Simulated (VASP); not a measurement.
# WSe2 (P6_3/mmc) in VASP: relaxation of the atoms with LDA

Aim: the relaxation of the atoms of WSe2 with LDA.

Program: VASP 6.6.1. These are calculated values, not measurements. Logs are shortened: lines on timing, memory, paths and dates and some standing lists are left out, and cuts for length are marked.

## Step 1: The cell of the first run

It takes space group P6_3/mmc (No. 194, hexagonal). The conventional cell has a = 3.233 Å, b = 3.233 Å, c = 12.757 Å, α = 90.00°, β = 90.00°, γ = 120.00°. Within 3.3 Å of W (site symmetry -6m2) lie 6 Se at 2.50 Å and 6 W at 3.23 Å. Within 3.4 Å of Se (site symmetry 3m) lie 3 W at 2.50 Å and 7 Se at 3.23 to 3.32 Å.

## Step 2: Relaxation of the atoms, LDA (19.25 Å³/atom)

Contents of INCAR:

```
ALGO = Normal
EDIFF = 1E-6
EDIFFG = -0.002
ENCUT = 520
IBRION = 2
ISIF = 2
ISMEAR = 0
LASPH = True
LCHARG = False
LREAL = False
LWAVE = False
NELM = 60
NSW = 100
PREC = Accurate
SIGMA = 0.01
```

Contents of KPOINTS:

```
k-points
0
Gamma
  6 6 2
```

Contents of POSCAR:

```
WSe2
1.0
    3.2334383420      0.0000000000      0.0000000000
   -1.6167191710      2.8002397457      0.0000000000
    0.0000000000      0.0000000000     12.7574393348
W Se
2 4
Direct
    0.3333333333      0.6666666667      0.2500000000
    0.6666666667      0.3333333333      0.7500000000
    0.3333333333      0.6666666667      0.6199982483
    0.6666666667      0.3333333333      0.1199982483
    0.3333333333      0.6666666667      0.8800017517
    0.6666666667      0.3333333333      0.3800017517
```

Potentials or basis: VASP PAW LDA potentials, release 64 (W_sv, Se).

The run is started by

```
cat potpaw_LDA.64/W_sv/POTCAR potpaw_LDA.64/Se/POTCAR > POTCAR
mpirun -np 1 vasp_std > vasp.out
```

OUTCAR:

```text
EDIFF = 1E-6
   EDIFFG = -0.002
   ENCUT = 520
   IBRION = 2
   ISIF = 2
   ISMEAR = 0
   LASPH = True
   LREAL = False
   NELM = 60
   NSW = 100
   PREC = Accurate

 ion  position               nearest neighbor table
   1  0.333  0.667  0.250-   4 2.50   6 2.50   4 2.50   6 2.50   4 2.50   6 2.50
   2  0.667  0.333  0.750-   3 2.50   5 2.50   3 2.50   5 2.50   3 2.50   5 2.50
   3  0.333  0.667  0.620-   2 2.50   2 2.50   2 2.50
   4  0.667  0.333  0.120-   1 2.50   1 2.50   1 2.50
   5  0.333  0.667  0.880-   2 2.50   2 2.50   2 2.50
   6  0.667  0.333  0.380-   1 2.50   1 2.50   1 2.50

  LATTYP: Found a hexagonal cell.
 ALAT       =     3.2334383420
 C/A-ratio  =     3.9454716576

  Lattice vectors:

 A1 = (   3.2334383420,   0.0000000000,   0.0000000000)
 A2 = (  -1.6167191710,   2.8002397457,   0.0000000000)
 A3 = (   0.0000000000,   0.0000000000,  12.7574393348)

Analysis of symmetry for initial positions (statically):
=====================================================================
 Subroutine PRICEL returns:
 Original cell was already a primitive cell.

 Routine SETGRP: Setting up the symmetry group for a
 hexagonal supercell.

 Subroutine GETGRP returns: Found 24 space group operations
 (whereof 12 operations were pure point group operations)
 out of a pool of 24 trial point group operations.

The static configuration has the point symmetry D_3d.
 The point group associated with its full space group is D_6h.

Analysis of symmetry for dynamics (positions and initial velocities):
=====================================================================
 Subroutine PRICEL returns:
 Original cell was already a primitive cell.

 Routine SETGRP: Setting up the symmetry group for a
 hexagonal supercell.

 Subroutine GETGRP returns: Found 24 space group operations
 (whereof 12 operations were pure point group operations)
 out of a pool of 24 trial point group operations.

The dynamic configuration has the point symmetry D_3d.
 The point group associated with its full space group is D_6h.

 Subroutine INISYM returns: Found 24 space group operations
 (whereof 12 operations are pure point group operations),
 and found     1 'primitive' translations

----------------------------------------------------------------------------------------

                                     Primitive cell

  volume of cell :     115.5110

  direct lattice vectors                    reciprocal lattice vectors
     3.233438342  0.000000000  0.000000000     0.309268306  0.178556140  0.000000000
    -1.616719171  2.800239746  0.000000000     0.000000000  0.357112280  0.000000000
     0.000000000  0.000000000 12.757439335     0.000000000  0.000000000  0.078385636

  length of vectors
     3.233438342  3.233438342 12.757439335     0.357112280  0.357112280  0.078385636

  position of ions in fractional coordinates (direct lattice)
     0.333333333  0.666666667  0.250000000
     0.666666667  0.333333333  0.750000000
     0.333333333  0.666666667  0.619998248
     0.666666667  0.333333333  0.119998248
     0.333333333  0.666666667  0.880001752
     0.666666667  0.333333333  0.380001752

  ion indices of the primitive-cell ions
   primitive index   ion index
                 1           1
                 2           2
                 3           3
                 4           4
                 5           5
                 6           6

----------------------------------------------------------------------------------------

 KPOINTS: k-points

Automatic generation of k-mesh.
 Grid dimensions read from file:
 generate k-points for:    6    6    2

 Generating k-lattice:

  Cartesian coordinates                     Fractional coordinates (reciprocal lattice)
     0.051544718  0.029759357  0.000000000     0.166666667  0.000000000  0.000000000
     0.000000000  0.059518713  0.000000000     0.000000000  0.166666667  0.000000000
     0.000000000  0.000000000  0.039192818     0.000000000  0.000000000  0.500000000

  Length of vectors
     0.059518713  0.059518713  0.039192818

  Shift w.r.t. Gamma in fractional coordinates (k-lattice)
     0.000000000  0.000000000  0.000000000

 Subroutine IBZKPT returns following result:
 ===========================================

 Found     14 irreducible k-points:

 Following reciprocal coordinates:
            Coordinates               Weight
  0.000000  0.000000  0.000000      1.000000
  0.166667  0.000000  0.000000      6.000000
  0.333333  0.000000  0.000000      6.000000
  0.500000  0.000000  0.000000      3.000000
  0.166667  0.166667  0.000000      6.000000
  0.333333  0.166667  0.000000     12.000000
  0.333333  0.333333  0.000000      2.000000
  0.000000  0.000000  0.500000      1.000000
  0.166667  0.000000  0.500000      6.000000
  0.333333  0.000000  0.500000      6.000000
  0.500000  0.000000  0.500000      3.000000
  0.166667  0.166667  0.500000      6.000000
  0.333333  0.166667  0.500000     12.000000
  0.333333  0.333333  0.500000      2.000000
   k-points           NKPTS =     14   k-points in BZ     NKDIM =     14   number of bands    NBANDS=     31
   number of dos      NEDOS =    301   number of ions     NIONS =      6
   total plane-waves  NPLWV =  55296
   dimension x,y,z NGX =    24 NGY =   24 NGZ =   96
   dimension x,y,z NGXF=    48 NGYF=   48 NGZF=  192
   ions per type =               2   4
   NGX,Y,Z   is equivalent  to a cutoff of  12.34, 12.34, 12.51 a.u.
   NGXF,Y,Z  is equivalent  to a cutoff of  24.68, 24.68, 25.02 a.u.
 SYSTEM =  unknown system
   PREC   = accura    normal or accurate (medium, high low for compatibility)
   ISTART =      0    job   : 0-new  1-cont  2-samecut
   ICHARG =      2    charge: 1-file 2-atom 10-const
   ISPIN  =      1    spin polarized calculation?
   LNONCOLLINEAR =      F non collinear calculations
   LSORBIT =      F    spin-orbit coupling
   LASPH  =      T    aspherical Exc in radial PAW
   ENCUT  =  520.0 eV  38.22 Ry    6.18 a.u.   6.01  6.01 23.72*2*pi/ulx,y,z
   NELM   =     60;   NELMIN=  2; NELMDL= -5     # of ELM steps
   EDIFF  = 0.1E-05   stopping-criterion for ELM
   LREAL  =      F    real-space projection
   EDIFFG = -.2E-02   stopping-criterion for IOM
   NSW    =    100    number of steps for IOM
   IBRION =      2    ionic relax: 0-MD 1-quasi-New 2-CG
   NFREE  =      1    steps in history (QN), initial steepest desc. (CG)
   ISIF   =      2    stress and relaxation
   ISYM   =      2    0-nonsym 1-usesym 2-fastsym
   POTIM  = 0.5000    time-step for ionic-motion
   TEBEG  =    0.0;   TEEND  =   0.0 temperature during run
   PSTRESS=    0.0 pullay stress
   NELECT =      52.0000    total number of electrons
   NUPDOWN=      -1.0000    fix difference up-down
   EMIN   =  10.00;   EMAX   =-10.00  energy-range for DOS
   EFERMI =   0.00;   METHOD = LEGACY
   ISMEAR =     0;   SIGMA  =   0.01  broadening in eV -4-tet -1-fermi 0-gaus
   EFERMI_NEDOS =   21; number of points for ismear=-14 and -15
   IALGO  =     38    algorithm
   IMIX   =      4    mixing-type and parameters
     AMIX     =   0.40;   BMIX     =  1.00
     AMIX_MAG =   1.60;   BMIX_MAG =  1.00
  volume/ion in A,a.u.               =      19.25       129.92
  Fermi-wavevector in a.u.,A,eV,Ry     =   1.254685  2.371012 21.418773  1.574235
  Thomas-Fermi vector in A             =   2.388478
   LORBIT       =      0    0 simple, 1 ext, 2 COOP (PROOUT), +10 PAW based schemes
   GGA     = CA    functional components
   LHFCALC =     F    Hartree Fock is set to
   AEXX    =    0.0000 exact exchange contribution
   IVDW    =     0    specifies the selected vdW correction
   LEPSILON=     F    determine dielectric tensor
   LRPA    =     F    only Hartree local field effects (RPA)
 conjugate gradient relaxation of ions
 non-spin polarized calculation
 Gauss-broadening in eV      SIGMA  =   0.01
  energy-cutoff  :      520.00
  volume of cell :      115.51
 maximum number of plane-waves:      3168
   NGX = 13   NGY = 13   NGZ = 47

--------------------------------------- Ionic step        1  -------------------------------------------

 number of electron      51.9999991 magnetization

 Free energy of the ion-electron system (eV)
  ---------------------------------------------------
  ext. energy  EPLUGINS =         0.00000000
  ---------------------------------------------------
  free energy    TOTEN  =       -48.46629832 eV

  energy without entropy =      -48.46629832  energy(sigma->0) =      -48.46629832

------------------------ aborting loop because EDIFF is reached ----------------------------------------

  FORCE on cell =-STRESS in cart. coord.  units (eV):
  Direction    XX          YY          ZZ          XY          YZ          ZX
  --------------------------------------------------------------------------------------
  -------------------------------------------------------------------------------------
  Total        2.1730691      2.1730691      2.5944006      0.0000000      0.0000000      0.0000000
  in kB       30.1412181     30.1412181     35.9852325      0.0000000      0.0000000      0.0000000
  external PRESSURE =      32.0892229 kB  Pullay stress =       0.0000000 kB

 VOLUME and BASIS-vectors are now :
 -----------------------------------------------------------------------------
  energy-cutoff  :      520.00
  volume of cell :      115.51
      direct lattice vectors                 reciprocal lattice vectors
     3.233438342  0.000000000  0.000000000     0.309268306  0.178556140  0.000000000
    -1.616719171  2.800239746  0.000000000     0.000000000  0.357112280  0.000000000
     0.000000000  0.000000000 12.757439335     0.000000000  0.000000000  0.078385636

 POSITION                                       TOTAL-FORCE (eV/Angst)
 -----------------------------------------------------------------------------------
     -0.00000      1.86683      3.18936        -0.000000      0.000000      0.000000
      1.61672      0.93341      9.56808         0.000000     -0.000000      0.000000
     -0.00000      1.86683      7.90959         0.000000     -0.000000     -0.371358
      1.61672      0.93341      1.53087        -0.000000      0.000000     -0.371358
     -0.00000      1.86683     11.22657         0.000000     -0.000000      0.371358
      1.61672      0.93341      4.84785        -0.000000      0.000000      0.371358
 -----------------------------------------------------------------------------------
    total drift:                               -0.000000      0.000000     -0.000000
[... 30 lines left out ...]
 POSITION                                       TOTAL-FORCE (eV/Angst)
 -----------------------------------------------------------------------------------
     -0.00000      1.86683      3.18936        -0.000000      0.000000     -0.000000
      1.61672      0.93341      9.56808         0.000000     -0.000000     -0.000000
     -0.00000      1.86683      7.89167        -0.000000     -0.000000     -0.026286
      1.61672      0.93341      1.51296         0.000000      0.000000     -0.026286
     -0.00000      1.86683     11.24448        -0.000000     -0.000000      0.026286
      1.61672      0.93341      4.86576         0.000000      0.000000      0.026286
 -----------------------------------------------------------------------------------
    total drift:                               -0.000000      0.000000     -0.000000

  FREE ENERGIE OF THE ION-ELECTRON SYSTEM (eV)
  ---------------------------------------------------
  free  energy   TOTEN  =       -48.4804561502 eV

  energy  without entropy=      -48.4804561502  energy(sigma->0) =      -48.48045615

--------------------------------------- Ionic step        3  -------------------------------------------

 number of electron      51.9999998 magnetization

 Free energy of the ion-electron system (eV)
  ---------------------------------------------------
  ext. energy  EPLUGINS =         0.00000000
  ---------------------------------------------------
  free energy    TOTEN  =       -48.48053038 eV

  energy without entropy =      -48.48053038  energy(sigma->0) =      -48.48053038

 E-fermi :   6.8771     XC(G=0): -11.2852

 val. band max:        6.8232859284   @ k =   0.0000   0.0000   0.0000
 cond. band min:       7.6698202989   @ k =   0.1667   0.1667   0.0000
 fundamental gap:      0.8465343705
 Fermi energy:         6.8771406717

 k-point     1 :       0.0000    0.0000    0.0000
  band No.  band energies     occupation
      1     -66.9723      2.00000
      2     -66.9722      2.00000
      3     -31.5332      2.00000
      4     -31.5331      2.00000
      5     -31.3358      2.00000
      6     -31.3358      2.00000
[... 23 lines left out ...]
     30       9.6733      0.00000
     31       9.6845      0.00000
[... 453 lines left out ...]
 VOLUME and BASIS-vectors are now :
 -----------------------------------------------------------------------------
  energy-cutoff  :      520.00
  volume of cell :      115.51
      direct lattice vectors                 reciprocal lattice vectors
     3.233438342  0.000000000  0.000000000     0.309268306  0.178556140  0.000000000
    -1.616719171  2.800239746  0.000000000     0.000000000  0.357112280  0.000000000
     0.000000000  0.000000000 12.757439335     0.000000000  0.000000000  0.078385636

 POSITION                                       TOTAL-FORCE (eV/Angst)
 -----------------------------------------------------------------------------------
     -0.00000      1.86683      3.18936         0.000000      0.000000     -0.000000
      1.61672      0.93341      9.56808        -0.000000     -0.000000     -0.000000
     -0.00000      1.86683      7.89028        -0.000000     -0.000000      0.000367
      1.61672      0.93341      1.51156         0.000000      0.000000      0.000367
     -0.00000      1.86683     11.24588        -0.000000      0.000000     -0.000367
      1.61672      0.93341      4.86716         0.000000      0.000000     -0.000367
 -----------------------------------------------------------------------------------
    total drift:                               -0.000000      0.000000     -0.000000

  FREE ENERGIE OF THE ION-ELECTRON SYSTEM (eV)
  ---------------------------------------------------
  free  energy   TOTEN  =       -48.4805303764 eV

  energy  without entropy=      -48.4805303764  energy(sigma->0) =      -48.48053038

 reached required accuracy - stopping structural energy minimisation
```

Wall time 81 s (1 thread of AMD EPYC 7R43 (Zen 3), shared host); peak memory 0.18 GiB.

Results:

- Free energy: -48.4805 eV
- Energy gained by relaxing: 2.4 meV/atom
- Ionic steps: 3
- Pressure after relaxing: 1.3 GPa
- Band gap on the k mesh: 0.85 eV (least direct gap 1.69 eV)

Step by step:
| step | energy change (eV) | largest force (eV/Å) | pressure (GPa) |
| --- | --- | --- | --- |
| 1 | 0.0000 | 0.3714 | 3.21 |
| 2 | -0.0142 | 0.0263 | 1.48 |
| 3 | -0.0142 | 0.0004 | 1.35 |

Final structure:
```yaml
crystal:
  lattice:
    - [3.23344, 0.00000, 0.00000]
    - [-1.61672, 2.80024, 0.00000]
    - [0.00000, 0.00000, 12.75744]
  atoms:
    - { symbol: W, position: [0.33333, 0.66667, 0.25000] }
    - { symbol: W, position: [0.66667, 0.33333, 0.75000] }
    - { symbol: Se, position: [0.33333, 0.66667, 0.61848] }
    - { symbol: Se, position: [0.66667, 0.33333, 0.11848] }
    - { symbol: Se, position: [0.33333, 0.66667, 0.88152] }
    - { symbol: Se, position: [0.66667, 0.33333, 0.38152] }
```

Caveat: spin-orbit coupling is left out, which moves the levels of the heavy elements. A k mesh can miss the band edges.
